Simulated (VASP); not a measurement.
# NaCl (P4/mmm) in VASP: further runs

Runs on NaCl. Level: PBEsol. Tasks: single point.

Program: VASP 6.6.1. These are calculated values, not measurements. Logs are shortened: lines on timing, memory, paths and dates and some standing lists are left out, and cuts for length are marked.

## 1. The cell of the first run

It takes space group P4/mmm (No. 123, tetragonal). Conventional cell: a = 3.502 Å, b = 3.502 Å, c = 3.782 Å, α = 90.00°, β = 90.00°, γ = 90.00°. Within 4.1 Å of Na (site symmetry 4/mmm) lie 8 Cl at 3.12 Å and 6 Na at 3.50 to 3.78 Å. Cl (site symmetry 4/mmm) has 8 Na at 3.12 Å and 6 Cl at 3.50 to 3.78 Å within 4.1 Å.

## 2. Single point, PBEsol (strain +0.000 along x and y, +0.080 along z)

Input file INCAR:

```
  PREC = Accurate
  ENCUT = 520
  EDIFF = 1E-6
  ISMEAR = 0
  SIGMA = 0.05
  LREAL = False
  LASPH = True
  NELM = 100
  ALGO = Normal
  ISIF = 2
  LWAVE = False
  LCHARG = False
  GGA = PS
  NBANDS = 14
```

Input file KPOINTS:

```
regular mesh
0
Gamma
  6 6 6
```

Input file POSCAR:

```
NaCl
1.0
    3.5021900000      0.0000000000      0.0000000000
    0.0000000000      3.5021900000      0.0000000000
    0.0000000000      0.0000000000      3.7823652000
Na Cl
1 1
Direct
    0.0000000000      0.0000000000      0.0000000000
    0.5000000000      0.5000000000      0.5000000000
```

Potentials or basis: VASP PAW PBE potentials, release 64 (Na_pv, Cl).

The run is started by

```sh
> cat potpaw_PBE.64/Na_pv/POTCAR potpaw_PBE.64/Cl/POTCAR > POTCAR
> mpirun -np 1 vasp_std > vasp.out
```

OUTCAR:

```text
PREC = Accurate
   ENCUT = 520
   EDIFF = 1E-6
   ISMEAR = 0
   LREAL = False
   LASPH = True
   NELM = 100
   ISIF = 2
   GGA = PS

 ion  position               nearest neighbor table
   1  0.000  0.000  0.000-
   2  0.500  0.500  0.500-

  LATTYP: Found a simple tetragonal cell.
 ALAT       =     3.5021900000
 C/A-ratio  =     1.0800000000

  Lattice vectors:

 A1 = (   3.5021900000,   0.0000000000,   0.0000000000)
 A2 = (   0.0000000000,   3.5021900000,   0.0000000000)
 A3 = (   0.0000000000,   0.0000000000,   3.7823652000)

Analysis of symmetry for initial positions (statically):
=====================================================================
 Subroutine PRICEL returns:
 Original cell was already a primitive cell.

 Routine SETGRP: Setting up the symmetry group for a
 simple tetragonal supercell.

 Subroutine GETGRP returns: Found 16 space group operations
 (whereof 16 operations were pure point group operations)
 out of a pool of 16 trial point group operations.

The static configuration has the point symmetry D_4h.

Analysis of symmetry for dynamics (positions and initial velocities):
=====================================================================
 Subroutine PRICEL returns:
 Original cell was already a primitive cell.

 Routine SETGRP: Setting up the symmetry group for a
 simple tetragonal supercell.

 Subroutine GETGRP returns: Found 16 space group operations
 (whereof 16 operations were pure point group operations)
 out of a pool of 16 trial point group operations.

The dynamic configuration has the point symmetry D_4h.

 Subroutine INISYM returns: Found 16 space group operations
 (whereof 16 operations are pure point group operations),
 and found     1 'primitive' translations

----------------------------------------------------------------------------------------

                                     Primitive cell

  volume of cell :      46.3920

  direct lattice vectors                    reciprocal lattice vectors
     3.502190000  0.000000000  0.000000000     0.285535622  0.000000000  0.000000000
     0.000000000  3.502190000  0.000000000     0.000000000  0.285535622  0.000000000
     0.000000000  0.000000000  3.782365200     0.000000000  0.000000000  0.264384835

  length of vectors
     3.502190000  3.502190000  3.782365200     0.285535622  0.285535622  0.264384835

  position of ions in fractional coordinates (direct lattice)
     0.000000000  0.000000000  0.000000000
     0.500000000  0.500000000  0.500000000

  ion indices of the primitive-cell ions
   primitive index   ion index
                 1           1
                 2           2

----------------------------------------------------------------------------------------

 KPOINTS: regular mesh

Automatic generation of k-mesh.
 Grid dimensions read from file:
 generate k-points for:    6    6    6

 Generating k-lattice:

  Cartesian coordinates                     Fractional coordinates (reciprocal lattice)
     0.047589270  0.000000000  0.000000000     0.166666667  0.000000000  0.000000000
     0.000000000  0.047589270  0.000000000     0.000000000  0.166666667  0.000000000
     0.000000000  0.000000000  0.044064139     0.000000000  0.000000000  0.166666667

  Length of vectors
     0.047589270  0.047589270  0.044064139

  Shift w.r.t. Gamma in fractional coordinates (k-lattice)
     0.000000000  0.000000000  0.000000000

 Subroutine IBZKPT returns following result:
 ===========================================

 Found     40 irreducible k-points:

 Following reciprocal coordinates:
            Coordinates               Weight
  0.000000  0.000000  0.000000      1.000000
  0.166667  0.000000  0.000000      4.000000
  0.333333  0.000000  0.000000      4.000000
  0.500000  0.000000  0.000000      2.000000
  0.166667  0.166667  0.000000      4.000000
  0.333333  0.166667  0.000000      8.000000
[... 16 lines left out ...]
  0.333333  0.000000  0.333333      8.000000
  0.500000  0.000000  0.333333      4.000000
 [... further k-points ...]
   k-points           NKPTS =     40   k-points in BZ     NKDIM =     40   number of bands    NBANDS=     14
   number of dos      NEDOS =    301   number of ions     NIONS =      2
   total plane-waves  NPLWV =  21952
   dimension x,y,z NGX =    28 NGY =   28 NGZ =   28
   dimension x,y,z NGXF=    56 NGYF=   56 NGZF=   56
   ions per type =               1   1
   NGX,Y,Z   is equivalent  to a cutoff of  13.29, 13.29, 12.31 a.u.
   NGXF,Y,Z  is equivalent  to a cutoff of  26.58, 26.58, 24.61 a.u.
 SYSTEM =  unknown system
   PREC   = accura    normal or accurate (medium, high low for compatibility)
   ISTART =      0    job   : 0-new  1-cont  2-samecut
   ICHARG =      2    charge: 1-file 2-atom 10-const
   ISPIN  =      1    spin polarized calculation?
   LNONCOLLINEAR =      F non collinear calculations
   LSORBIT =      F    spin-orbit coupling
   LASPH  =      T    aspherical Exc in radial PAW
   ENCUT  =  520.0 eV  38.22 Ry    6.18 a.u.   6.51  6.51  7.03*2*pi/ulx,y,z
   NELM   =    100;   NELMIN=  2; NELMDL= -5     # of ELM steps
   EDIFF  = 0.1E-05   stopping-criterion for ELM
   LREAL  =      F    real-space projection
   EDIFFG = 0.1E-04   stopping-criterion for IOM
   NSW    =      0    number of steps for IOM
   IBRION =     -1    ionic relax: 0-MD 1-quasi-New 2-CG
   NFREE  =      0    steps in history (QN), initial steepest desc. (CG)
   ISIF   =      2    stress and relaxation
   ISYM   =      2    0-nonsym 1-usesym 2-fastsym
   POTIM  = 0.5000    time-step for ionic-motion
   TEBEG  =    0.0;   TEEND  =   0.0 temperature during run
   PSTRESS=    0.0 pullay stress
   NELECT =      14.0000    total number of electrons
   NUPDOWN=      -1.0000    fix difference up-down
   EMIN   =  10.00;   EMAX   =-10.00  energy-range for DOS
   EFERMI =   0.00;   METHOD = LEGACY
   ISMEAR =     0;   SIGMA  =   0.05  broadening in eV -4-tet -1-fermi 0-gaus
   EFERMI_NEDOS =   21; number of points for ismear=-14 and -15
   IALGO  =     38    algorithm
   IMIX   =      4    mixing-type and parameters
     AMIX     =   0.40;   BMIX     =  1.00
     AMIX_MAG =   1.60;   BMIX_MAG =  1.00
  volume/ion in A,a.u.               =      23.20       156.53
  Fermi-wavevector in a.u.,A,eV,Ry     =   1.098087  2.075083 16.405823  1.205794
  Thomas-Fermi vector in A             =   2.234458
   LORBIT       =      0    0 simple, 1 ext, 2 COOP (PROOUT), +10 PAW based schemes
   GGA     = PS    functional components
   LHFCALC =     F    Hartree Fock is set to
   AEXX    =    0.0000 exact exchange contribution
   IVDW    =     0    specifies the selected vdW correction
   LEPSILON=     F    determine dielectric tensor
   LRPA    =     F    only Hartree local field effects (RPA)
 non-spin polarized calculation
 Gauss-broadening in eV      SIGMA  =   0.05
  energy-cutoff  :      520.00
  volume of cell :       46.39
 maximum number of plane-waves:      1270
 NGX is ok and might be reduce to    28
   NGX = 13   NGY = 13   NGZ = 15

 number of electron      13.9999986 magnetization

 Free energy of the ion-electron system (eV)
  ---------------------------------------------------
  ext. energy  EPLUGINS =         0.00000000
  ---------------------------------------------------
  free energy    TOTEN  =        -6.64426411 eV

  energy without entropy =       -6.64426411  energy(sigma->0) =       -6.64426411

 E-fermi :   0.2732     XC(G=0):  -8.2487

 val. band max:        0.0452525338   @ k =   0.5000   0.0000   0.5000
 cond. band min:       3.4210017453   @ k =   0.0000   0.0000   0.0000
 fundamental gap:      3.3757492114
 Fermi energy:         0.2732150804

 k-point     1 :       0.0000    0.0000    0.0000
  band No.  band energies     occupation
      1     -22.1413      2.00000
      2     -22.1413      2.00000
      3     -22.1246      2.00000
      4     -13.2381      2.00000
      5      -0.9231      2.00000
      6      -0.3500      2.00000
      7      -0.3500      2.00000
      8       3.4210      0.00000
      9       8.0975      0.00000
     10       8.7087      0.00000
     11      13.9894      0.00000
     12      15.1419      0.00000
     13      15.1445      0.00000
     14      15.2068      0.00000

 k-point     2 :       0.1667    0.0000    0.0000
  band No.  band energies     occupation
      1     -22.1509      2.00000
      2     -22.1404      2.00000
      3     -22.1236      2.00000
      4     -13.1567      2.00000
      5      -1.1446      2.00000
      6      -0.8561      2.00000
      7      -0.2918      2.00000
      8       4.0940      0.00000
      9       8.5015      0.00000
     10       9.0900      0.00000
     11      12.6166      0.00000
     12      13.9417      0.00000
     13      14.4805      0.00000
     14      15.4301      0.00000

 k-point     3 :       0.3333    0.0000    0.0000
  band No.  band energies     occupation
      1     -22.1701      2.00000
      2     -22.1387      2.00000
      3     -22.1217      2.00000
      4     -12.9845      2.00000
      5      -2.3074      2.00000
      6      -0.7155      2.00000
      7      -0.1708      2.00000
      8       5.3174      0.00000
      9       8.8222      0.00000
     10       9.4659      0.00000
     11      11.1497      0.00000
     12      12.5587      0.00000
     13      13.8362      0.00000
     14      15.7914      0.00000
[... 324 lines left out ...]
 k-point    23 :       0.3333    0.0000    0.3333
  band No.  band energies     occupation
      1     -22.1674      2.00000
      2     -22.1377      2.00000
      3     -22.1347      2.00000
      4     -12.8605      2.00000
      5      -2.0703      2.00000
      6      -1.8682      2.00000
      7      -0.0597      2.00000
      8       6.0469      0.00000
      9       8.1112      0.00000
     10       9.9466      0.00000
     11      11.4522      0.00000
     12      12.7574      0.00000
     13      13.2107      0.00000
     14      14.9011      0.00000

 k-point    24 :       0.5000    0.0000    0.3333
  band No.  band energies     occupation
      1     -22.1764      2.00000
      2     -22.1369      2.00000
      3     -22.1332      2.00000
      4     -12.7827      2.00000
      5      -2.4265      2.00000
      6      -1.7784      2.00000
      7       0.0059      2.00000
      8       5.7144      0.00000
      9       8.3576      0.00000
     10      10.5323      0.00000
     11      10.7591      0.00000
     12      12.4636      0.00000
     13      13.1999      0.00000
     14      15.6852      0.00000

 [... further k-points ...]
[... 5 lines left out ...]
  --------------------------------------------------------------------------------------
  -------------------------------------------------------------------------------------
  Total       -0.2811029     -0.2811029     -1.6816251      0.0000000      0.0000000      0.0000000
  in kB       -9.7080730     -9.7080730    -58.0760264      0.0000000      0.0000000      0.0000000
  external PRESSURE =     -25.8307242 kB  Pullay stress =       0.0000000 kB

 VOLUME and BASIS-vectors are now :
 -----------------------------------------------------------------------------
  energy-cutoff  :      520.00
  volume of cell :       46.39
      direct lattice vectors                 reciprocal lattice vectors
     3.502190000  0.000000000  0.000000000     0.285535622  0.000000000  0.000000000
     0.000000000  3.502190000  0.000000000     0.000000000  0.285535622  0.000000000
     0.000000000  0.000000000  3.782365200     0.000000000  0.000000000  0.264384835

 POSITION                                       TOTAL-FORCE (eV/Angst)
 -----------------------------------------------------------------------------------
      0.00000      0.00000      0.00000         0.000000      0.000000      0.000000
      1.75110      1.75110      1.89118         0.000000      0.000000      0.000000
 -----------------------------------------------------------------------------------
    total drift:                               -0.000000      0.000000      0.000000

  FREE ENERGIE OF THE ION-ELECTRON SYSTEM (eV)
  ---------------------------------------------------
  free  energy   TOTEN  =        -6.6442641052 eV

  energy  without entropy=       -6.6442641052  energy(sigma->0) =       -6.64426411
```

Run time: 17 s. Hardware: 1 thread of Intel Xeon Platinum 8259CL at 2.50GHz (Skylake/Cascade Lake), shared host; peak memory 0.16 GiB.

Results:

- Free energy: -6.6443 eV
- Pressure: -2.6 GPa
- Band gap on the k mesh: 3.38 eV (least direct gap 3.77 eV)

Stress tensor (GPa, compression positive):
```
-0.97  0.00  0.00
 0.00 -0.97  0.00
 0.00  0.00 -5.81
```

Caveat: the cell differs from its parent crystal (strain +0.000 along x and y, +0.080 along z); the PAW data sets were made with another functional, which shifts forces and pressure a little. A k mesh can miss the band edges.

(Part 1 of 2 ends here.)
